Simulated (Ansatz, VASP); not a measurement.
# One calculation of P, two programs

```
P
1.0
     1.98987   -1.98987   -4.24147
     1.98987   -1.98987    4.24147
    -3.97974   -3.97974    0.00000
P
6
Direct
  0.62233 0.37767 0.00000
  0.12233 0.87767 0.50000
  0.50000 0.00000 0.75000
  0.00000 0.50000 0.25000
  0.87767 0.12233 0.50000
  0.37767 0.62233 0.00000
```

Alike in both runs: task single point; functional PBE; k mesh 6 × 6 × 4; occupations gaussian, width 0.2 eV; no spin polarisation.

|  | VASP | Ansatz |
| --- | --- | --- |
| version | VASP 6.6.1 | Ansatz 0.2.0 |
| potentials or method | VASP PAW PBE potentials, release 64 (P), cutoff 500 eV | scalar-relativistic, plane waves, PAW |
| valence electrons in the cell | 30 | 30 |

VASP gave:

```
gap on the k mesh at the Fermi level (eV)                     : none
pressure (GPa)                                                : -0.2
traceless stress, the component that is largest in VASP (GPa) : -0.10
rms of the force components (eV/Å)                            : 0.018
```

Problem. Estimate Ansatz's values.

Solution. gap on the k mesh at the Fermi level (eV): none; pressure (GPa): 0.0; traceless stress, the component that is largest in VASP (GPa): 0.05; rms of the force components (eV/Å): 0.001.

Atom by atom the forces differ by 0.018 eV/Å (rms over components). A gap of «none» marks a metal or a gap that the smearing closes. The functional is the same, so the differences come from potentials, cutoffs and numerics.
